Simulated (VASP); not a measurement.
# BaS in VASP: notebook

The runs below take BaS through single point, with PBEsol.

Everything below comes from runs of VASP 6.6.1. Logs are shortened: lines on timing, memory, paths and dates and some standing lists are left out, and cuts for length are marked.

### 1 The cell of the first run

Symmetry: R-3m, No. 166, trigonal system. The conventional cell has a = 4.562 Å, b = 4.562 Å, c = 10.842 Å, α = 90.00°, β = 90.00°, γ = 120.00°. Ba (site symmetry -3m) has 6 S at 3.19 Å within 4.2 Å. S (site symmetry -3m) has 6 Ba at 3.19 Å within 4.2 Å.

### 2 Single point, PBEsol (equal xy, yz and zx shear strains of -2 %)

Input file INCAR:

```
  PREC = Accurate
  ENCUT = 520
  EDIFF = 1E-7
  ISMEAR = -1
  SIGMA = 0.02
  LREAL = False
  LASPH = True
  NELM = 80
  ALGO = Normal
  ISIF = 2
  LWAVE = False
  LCHARG = True
  GGA = PS
  LELF = True
  LVHAR = True
  NBANDS = 15
```

Input file KPOINTS:

```
Automatic mesh
0
Gamma
  8 8 8
```

Input file POSCAR:

```
BaS
1.0
   -0.0638750000      3.1618125000      3.1618125000
    3.1618125000     -0.0638750000      3.1618125000
    3.1618125000      3.1618125000     -0.0638750000
Ba S
1 1
Direct
    0.0000000000      0.0000000000      0.0000000000
    0.5000000000      0.5000000000      0.5000000000
```

Potentials or basis: VASP PAW PBE potentials, release 64 (Ba_sv, S).

Launch:

```sh
> cat potpaw_PBE.64/Ba_sv/POTCAR potpaw_PBE.64/S/POTCAR > POTCAR
> mpirun -np 1 vasp_std > vasp.out
```

OUTCAR:

```text
PREC = Accurate
   ENCUT = 520
   EDIFF = 1E-7
   ISMEAR = -1
   LREAL = False
   LASPH = True
   NELM = 80
   ISIF = 2
   GGA = PS

 ion  position               nearest neighbor table
   1  0.000  0.000  0.000-   2 3.19   2 3.19   2 3.19   2 3.19   2 3.19   2 3.19
   2  0.500  0.500  0.500-   1 3.19   1 3.19   1 3.19   1 3.19   1 3.19   1 3.19

  LATTYP: Found a trigonal (rhomboedric) cell.
 ALAT       =     4.4719343226
 COS(alpha) =     0.4797000918

  Lattice vectors:

 A1 = (  -0.0638750000,   3.1618125000,   3.1618125000)
 A2 = (   3.1618125000,  -0.0638750000,   3.1618125000)
 A3 = (   3.1618125000,   3.1618125000,  -0.0638750000)

Analysis of symmetry for initial positions (statically):
=====================================================================
 Subroutine PRICEL returns:
 Original cell was already a primitive cell.

 Routine SETGRP: Setting up the symmetry group for a
 trigonal (rhombohedral) supercell.

 Subroutine GETGRP returns: Found 12 space group operations
 (whereof 12 operations were pure point group operations)
 out of a pool of 12 trial point group operations.

The static configuration has the point symmetry D_3d.

Analysis of symmetry for dynamics (positions and initial velocities):
=====================================================================
 Subroutine PRICEL returns:
 Original cell was already a primitive cell.

 Routine SETGRP: Setting up the symmetry group for a
 trigonal (rhombohedral) supercell.

 Subroutine GETGRP returns: Found 12 space group operations
 (whereof 12 operations were pure point group operations)
 out of a pool of 12 trial point group operations.

The dynamic configuration has the point symmetry D_3d.

 Subroutine INISYM returns: Found 12 space group operations
 (whereof 12 operations are pure point group operations),
 and found     1 'primitive' translations

----------------------------------------------------------------------------------------

                                     Primitive cell

  volume of cell :      65.1331

  direct lattice vectors                    reciprocal lattice vectors
    -0.063875000  3.161812500  3.161812500    -0.153424025  0.156587407  0.156587407
     3.161812500 -0.063875000  3.161812500     0.156587407 -0.153424025  0.156587407
     3.161812500  3.161812500 -0.063875000     0.156587407  0.156587407 -0.153424025

  length of vectors
     4.471934323  4.471934323  4.471934323     0.269403347  0.269403347  0.269403347

  position of ions in fractional coordinates (direct lattice)
     0.000000000  0.000000000  0.000000000
     0.500000000  0.500000000  0.500000000

  ion indices of the primitive-cell ions
   primitive index   ion index
                 1           1
                 2           2

----------------------------------------------------------------------------------------

 KPOINTS: Automatic mesh

Automatic generation of k-mesh.
 Grid dimensions read from file:
 generate k-points for:    8    8    8

 Generating k-lattice:

  Cartesian coordinates                     Fractional coordinates (reciprocal lattice)
    -0.019178003  0.019573426  0.019573426     0.125000000  0.000000000 -0.000000000
     0.019573426 -0.019178003  0.019573426     0.000000000  0.125000000 -0.000000000
     0.019573426  0.019573426 -0.019178003     0.000000000  0.000000000  0.125000000

  Length of vectors
     0.033675418  0.033675418  0.033675418

  Shift w.r.t. Gamma in fractional coordinates (k-lattice)
     0.000000000  0.000000000  0.000000000

 Subroutine IBZKPT returns following result:
 ===========================================

 Found     65 irreducible k-points:

 Following reciprocal coordinates:
            Coordinates               Weight
  0.000000  0.000000  0.000000      1.000000
  0.125000 -0.000000 -0.000000      6.000000
  0.250000 -0.000000 -0.000000      6.000000
  0.375000  0.000000  0.000000      6.000000
  0.500000 -0.000000 -0.000000      3.000000
  0.125000  0.125000 -0.000000      6.000000
[... 16 lines left out ...]
  0.250000  0.125000  0.125000      6.000000
  0.375000  0.125000  0.125000      6.000000
 [... further k-points ...]
   k-points           NKPTS =     65   k-points in BZ     NKDIM =     65   number of bands    NBANDS=     15
   number of dos      NEDOS =    301   number of ions     NIONS =      2
   total plane-waves  NPLWV =  46656
   dimension x,y,z NGX =    36 NGY =   36 NGZ =   36
   dimension x,y,z NGXF=    72 NGYF=   72 NGZF=   72
   ions per type =               1   1
   NGX,Y,Z   is equivalent  to a cutoff of  13.38, 13.38, 13.38 a.u.
   NGXF,Y,Z  is equivalent  to a cutoff of  26.77, 26.77, 26.77 a.u.
 SYSTEM =  unknown system
   PREC   = accura    normal or accurate (medium, high low for compatibility)
   ISTART =      0    job   : 0-new  1-cont  2-samecut
   ICHARG =      2    charge: 1-file 2-atom 10-const
   ISPIN  =      1    spin polarized calculation?
   LNONCOLLINEAR =      F non collinear calculations
   LSORBIT =      F    spin-orbit coupling
   LASPH  =      T    aspherical Exc in radial PAW
   ENCUT  =  520.0 eV  38.22 Ry    6.18 a.u.   8.31  8.31  8.31*2*pi/ulx,y,z
   NELM   =     80;   NELMIN=  2; NELMDL= -5     # of ELM steps
   EDIFF  = 0.1E-06   stopping-criterion for ELM
   LREAL  =      F    real-space projection
   EDIFFG = 0.1E-05   stopping-criterion for IOM
   NSW    =      0    number of steps for IOM
   IBRION =     -1    ionic relax: 0-MD 1-quasi-New 2-CG
   NFREE  =      0    steps in history (QN), initial steepest desc. (CG)
   ISIF   =      2    stress and relaxation
   ISYM   =      2    0-nonsym 1-usesym 2-fastsym
   POTIM  = 0.5000    time-step for ionic-motion
   TEBEG  =    0.0;   TEEND  =   0.0 temperature during run
   PSTRESS=    0.0 pullay stress
   NELECT =      16.0000    total number of electrons
   NUPDOWN=      -1.0000    fix difference up-down
   EMIN   =  10.00;   EMAX   =-10.00  energy-range for DOS
   EFERMI =   0.00;   METHOD = LEGACY
   ISMEAR =    -1;   SIGMA  =   0.02  broadening in eV -4-tet -1-fermi 0-gaus
   EFERMI_NEDOS =   21; number of points for ismear=-14 and -15
   IALGO  =     38    algorithm
   IMIX   =      4    mixing-type and parameters
     AMIX     =   0.40;   BMIX     =  1.00
     AMIX_MAG =   1.60;   BMIX_MAG =  1.00
  volume/ion in A,a.u.               =      32.57       219.77
  Fermi-wavevector in a.u.,A,eV,Ry     =   1.025292  1.937521 14.302771  1.051224
  Thomas-Fermi vector in A             =   2.159125
   LORBIT       =      0    0 simple, 1 ext, 2 COOP (PROOUT), +10 PAW based schemes
   GGA     = PS    functional components
   LHFCALC =     F    Hartree Fock is set to
   AEXX    =    0.0000 exact exchange contribution
   IVDW    =     0    specifies the selected vdW correction
   LEPSILON=     F    determine dielectric tensor
   LRPA    =     F    only Hartree local field effects (RPA)
 non-spin polarized calculation
  energy-cutoff  :      520.00
  volume of cell :       65.13
 maximum number of plane-waves:      1784
 NGX is ok and might be reduce to    36
   NGX = 17   NGY = 17   NGZ = 17

 number of electron      16.0000001 magnetization

 Free energy of the ion-electron system (eV)
  ---------------------------------------------------
  ext. energy  EPLUGINS =         0.00000000
  ---------------------------------------------------
  free energy    TOTEN  =       -10.71373309 eV

  energy without entropy =      -10.71373309  energy(sigma->0) =      -10.71373309

 E-fermi :   1.7453     XC(G=0):  -8.8247

 val. band max:        1.3925779623   @ k =   0.0000   0.0000   0.0000
 cond. band min:       3.3253292332   @ k =   0.5000   0.5000  -0.0000
 fundamental gap:      1.9327512709
 Fermi energy:         1.7452665913

 k-point     1 :       0.0000    0.0000    0.0000
  band No.  band energies     occupation
      1     -24.6945      2.00000
      2      -9.7389      2.00000
      3      -9.7389      2.00000
      4      -9.7299      2.00000
      5      -9.0077      2.00000
      6       1.3249      2.00000
      7       1.3249      2.00000
      8       1.3926      2.00000
      9       4.7324      0.00000
     10       5.0388      0.00000
     11       5.0388      0.00000
     12       5.3274      0.00000
     13       6.0895      0.00000
     14       6.0895      0.00000
     15       9.8633      0.00000

 k-point     2 :       0.1250   -0.0000   -0.0000
  band No.  band energies     occupation
      1     -24.6881      2.00000
      2     -10.0552      2.00000
      3      -9.7431      2.00000
      4      -9.7377      2.00000
      5      -8.6757      2.00000
      6       0.9044      2.00000
      7       1.1072      2.00000
      8       1.1803      2.00000
      9       5.0694      0.00000
     10       5.2730      0.00000
     11       5.3280      0.00000
     12       5.5579      0.00000
     13       6.5418      0.00000
     14       6.5438      0.00000
     15      10.4749      0.00000

 k-point     3 :       0.2500   -0.0000   -0.0000
  band No.  band energies     occupation
      1     -24.6724      2.00000
      2     -10.4923      2.00000
      3      -9.7541      2.00000
      4      -9.7531      2.00000
      5      -8.2006      2.00000
      6       0.1466      2.00000
      7       0.6791      2.00000
      8       0.7740      2.00000
      9       5.3335      0.00000
     10       5.9157      0.00000
     11       6.1263      0.00000
     12       6.5819      0.00000
     13       7.6765      0.00000
     14       7.6853      0.00000
     15      11.7296      0.00000
[... 343 lines left out ...]
 k-point    23 :       0.2500    0.1250    0.1250
  band No.  band energies     occupation
      1     -24.6772      2.00000
      2     -10.3029      2.00000
      3      -9.7957      2.00000
      4      -9.7369      2.00000
      5      -8.3989      2.00000
      6       0.3850      2.00000
      7       0.7197      2.00000
      8       1.1741      2.00000
      9       5.1090      0.00000
     10       5.4369      0.00000
     11       5.7004      0.00000
     12       6.2000      0.00000
     13       7.1076      0.00000
     14       7.6001      0.00000
     15      11.4898      0.00000

 k-point    24 :       0.3750    0.1250    0.1250
  band No.  band energies     occupation
      1     -24.6616      2.00000
      2     -10.6045      2.00000
      3      -9.8373      2.00000
      4      -9.7472      2.00000
      5      -8.0758      2.00000
      6      -0.1551      2.00000
      7       0.3856      2.00000
      8       0.9100      2.00000
      9       5.3541      0.00000
     10       6.0146      0.00000
     11       6.5174      0.00000
     12       7.2586      0.00000
     13       8.0556      0.00000
     14       8.9773      0.00000
     15      11.6411      0.00000

 [... further k-points ...]
[... 5 lines left out ...]
  --------------------------------------------------------------------------------------
  -------------------------------------------------------------------------------------
  Total       -0.2198026     -0.2198026     -0.2198026      0.1442960      0.1442960      0.1442960
  in kB       -5.4068202     -5.4068202     -5.4068202      3.5494683      3.5494683      3.5494683
  external PRESSURE =      -5.4068202 kB  Pullay stress =       0.0000000 kB

 VOLUME and BASIS-vectors are now :
 -----------------------------------------------------------------------------
  energy-cutoff  :      520.00
  volume of cell :       65.13
      direct lattice vectors                 reciprocal lattice vectors
    -0.063875000  3.161812500  3.161812500    -0.153424025  0.156587407  0.156587407
     3.161812500 -0.063875000  3.161812500     0.156587407 -0.153424025  0.156587407
     3.161812500  3.161812500 -0.063875000     0.156587407  0.156587407 -0.153424025

 POSITION                                       TOTAL-FORCE (eV/Angst)
 -----------------------------------------------------------------------------------
      0.00000      0.00000      0.00000         0.000000     -0.000000      0.000000
      3.12988      3.12988      3.12987        -0.000000      0.000000     -0.000000
 -----------------------------------------------------------------------------------
    total drift:                                0.000000      0.000000      0.000000

  FREE ENERGIE OF THE ION-ELECTRON SYSTEM (eV)
  ---------------------------------------------------
  free  energy   TOTEN  =       -10.7137330863 eV

  energy  without entropy=      -10.7137330863  energy(sigma->0) =      -10.71373309
```

Run time: 58 s. Hardware: 1 thread of AMD EPYC 7R13 (Zen 3), shared host; peak memory 0.21 GiB.

Results:

* Free energy: -10.7137 eV
* Pressure: -0.5 GPa
* Band gap on the k mesh: 1.93 eV, indirect (least direct gap 2.09 eV)

Levels at points of the mesh, in eV from the valence-band top:
```csv
k point,band 4,band 5,band 6,band 7,band 8,band 9,band 10,band 11,band 12,band 13
"(0.00, 0.00, 0.00)",-11.12,-10.40,-0.07,-0.07,0.00,3.34,3.65,3.65,3.93,4.70
"(0.50, 0.00, 0.00)",-11.16,-9.12,-2.05,-1.18,-1.07,5.36,5.48,6.04,6.36,8.70
"(0.50, 0.50, 0.00)",-11.31,-10.30,-0.59,-0.21,-0.16,1.93,5.85,5.86,7.31,7.46
"(0.50, 0.50, 0.50)",-11.18,-9.16,-2.04,-1.23,-1.23,5.47,5.48,6.32,6.32,8.79
```

Caveat: the cell differs from its parent crystal (equal xy, yz and zx shear strains of -2 %); the PAW data sets were made with another functional, which shifts forces and pressure a little; spin-orbit coupling is left out, which moves the levels of the heavy elements.

### 3 Single point, PBEsol (equal xy, yz and zx shear strains of +1 %)

Input file INCAR:

```
SYSTEM = BaS
  ALGO = Normal
  EDIFF = 1E-6
  ENCUT = 520
  GGA = PS
  ISIF = 2
  ISMEAR = -1
  LASPH = .TRUE.
  LCHARG = .FALSE.
  LREAL = .FALSE.
  LWAVE = .FALSE.
  NBANDS = 15
  NELM = 60
  PREC = Accurate
  SIGMA = 0.02
```

Input file KPOINTS:

```
k-points
0
G
  8 8 8
  0 0 0
```

Input file POSCAR:

```
BaS
1.0
    0.0319375000      3.2097187500      3.2097187500
    3.2097187500      0.0319375000      3.2097187500
    3.2097187500      3.2097187500      0.0319375000
Ba S
1 1
Direct
    0.0000000000      0.0000000000      0.0000000000
    0.5000000000      0.5000000000      0.5000000000
```

Potentials or basis: VASP PAW PBE potentials, release 64 (Ba_sv, S).

Launch:

```sh
> cat potpaw_PBE.64/Ba_sv/POTCAR potpaw_PBE.64/S/POTCAR > POTCAR
> mpirun -np 1 vasp_std > vasp.out
```

Run time: 55 s. Hardware: 1 thread of AMD EPYC 7R13 (Zen 3), shared host; peak memory 0.21 GiB.

It converged, with:

- Free energy: -10.7170 eV
- Pressure: -0.5 GPa
- Band gap on the k mesh: 1.97 eV, indirect (least direct gap 2.11 eV)

Stress tensor (GPa, compression positive):
```
-0.53 -0.19 -0.19
-0.19 -0.53 -0.19
-0.19 -0.19 -0.53
```

Levels at points of the mesh, in eV from the valence-band top:
```tsv
k point	band 5	band 6	band 7	band 8	band 9	band 10	band 11	band 12
(0.00, 0.00, 0.00)	-10.37	-0.04	0.00	0.00	3.39	3.70	3.81	3.81
(0.50, 0.00, 0.00)	-9.10	-2.01	-1.16	-1.10	5.45	5.51	6.21	6.34
(0.50, 0.50, 0.00)	-10.27	-0.55	-0.17	-0.14	1.97	5.89	5.91	7.43
(0.50, 0.50, 0.50)	-9.08	-2.01	-1.08	-1.08	5.42	5.51	6.20	6.20
```

Caveat: the cell differs from its parent crystal (equal xy, yz and zx shear strains of +1 %); the PAW data sets were made with another functional, which shifts forces and pressure a little; spin-orbit coupling is left out, which moves the levels of the heavy elements. A k mesh can miss the band edges.

### 4 Single point, PBEsol (equal xy, yz and zx shear strains of +3 %)

Input file INCAR:

```
PREC     = Accurate       # precision mode
ENCUT    = 520            # plane-wave cutoff, eV
EDIFF    = 1E-6           # SCF threshold, eV
ISMEAR   = -1             # smearing method
SIGMA    = 0.02           # smearing width, eV
LREAL    = False          # projectors in reciprocal space
LASPH    = True           # aspherical terms in the spheres
NELM     = 80             # most SCF steps
ALGO     = Normal         # electronic algorithm
ISIF     = 2              # what is computed and relaxed
LWAVE    = False          # write WAVECAR
LCHARG   = False          # write CHGCAR
GGA      = PS             # functional
NBANDS   = 15             # bands
```

Input file KPOINTS:

```
Automatic mesh
0
Gamma
  8 8 8
```

Input file POSCAR:

```
BaS
1.0
    0.0958125000      3.2416562500      3.2416562500
    3.2416562500      0.0958125000      3.2416562500
    3.2416562500      3.2416562500      0.0958125000
Ba S
1 1
Direct
    0.0000000000      0.0000000000      0.0000000000
    0.5000000000      0.5000000000      0.5000000000
```

Launch:

```sh
> cat potpaw_PBE.64/Ba_sv/POTCAR potpaw_PBE.64/S/POTCAR > POTCAR
> mpirun -np 1 vasp_std > vasp.out
```

Run time: 57 s. Hardware: 1 thread of AMD EPYC 7R13 (Zen 3), shared host; peak memory 0.21 GiB.

It converged, with:

```
Free energy            : -10.7075 eV
Pressure               : -0.6 GPa
Band gap on the k mesh : 1.93 eV, indirect (least direct gap 2.07 eV)
```

Stress tensor (GPa, compression positive):
```
-0.55 -0.61 -0.61
-0.61 -0.55 -0.61
-0.61 -0.61 -0.55
```

Levels at points of the mesh, in eV from the valence-band top:
```csv
k point,band 6,band 7,band 8,band 9,band 10,band 11
"(0.00, 0.00, 0.00)",-0.11,0.00,0.00,3.25,3.62,3.85
"(0.50, 0.00, 0.00)",-2.04,-1.27,-1.09,5.33,5.49,6.20
"(0.50, 0.50, 0.00)",-0.59,-0.22,-0.14,1.93,5.85,5.85
"(0.50, 0.50, 0.50)",-2.05,-1.02,-1.02,5.31,5.49,6.06
```

Caveat: the cell differs from its parent crystal (equal xy, yz and zx shear strains of +3 %); the PAW data sets were made with another functional, which shifts forces and pressure a little; spin-orbit coupling is left out, which moves the levels of the heavy elements.

### 5 Single point, PBEsol (volume scaled by 0.95)

Input file INCAR:

```
SYSTEM = BaS
PREC = Accurate
ENCUT = 520
EDIFF = 1E-6
ISMEAR = -1
SIGMA = 0.02
LREAL = .False.
LASPH = .True.
NELM = 80
ALGO = Normal
ISIF = 2
LWAVE = .False.
LCHARG = .False.
GGA = PS
NBANDS = 15
```

Input file KPOINTS:

```
regular mesh
0
Gamma
  8 8 8
  0 0 0
```

Input file POSCAR:

```
BaS
1.0
    0.0000000000      3.1396081846      3.1396081846
    3.1396081846      0.0000000000      3.1396081846
    3.1396081846      3.1396081846      0.0000000000
Ba S
1 1
Direct
    0.0000000000      0.0000000000      0.0000000000
    0.5000000000      0.5000000000      0.5000000000
```

Launch:

```sh
> cat potpaw_PBE.64/Ba_sv/POTCAR potpaw_PBE.64/S/POTCAR > POTCAR
> mpirun -np 1 vasp_std > vasp.out
```

It took 32 s on 1 thread of AMD EPYC 7R13 (Zen 3), shared host; peak memory 0.18 GiB.

The run converged. Its results:

```
Free energy            : -10.7042 eV
Pressure               : 2.0 GPa
Band gap on the k mesh : 1.88 eV, indirect (least direct gap 1.99 eV)
```

Levels at points of the mesh, in eV from the valence-band top:
```tsv
k point	band 5	band 6	band 7	band 8	band 9	band 10	band 11	band 12
(0.00, 0.00, 0.00)	-10.43	0.00	0.00	0.00	3.66	3.78	3.78	3.78
(0.50, 0.00, 0.00)	-8.91	-2.11	-1.21	-1.21	5.64	5.68	6.45	6.45
(0.50, 0.50, 0.00)	-10.35	-0.47	-0.11	-0.11	1.88	6.03	6.24	7.76
```

Caveat: the PAW data sets were made with another functional, which shifts forces and pressure a little; spin-orbit coupling is left out, which moves the levels of the heavy elements. A k mesh can miss the band edges.

(Continued in part 2 of 2.)
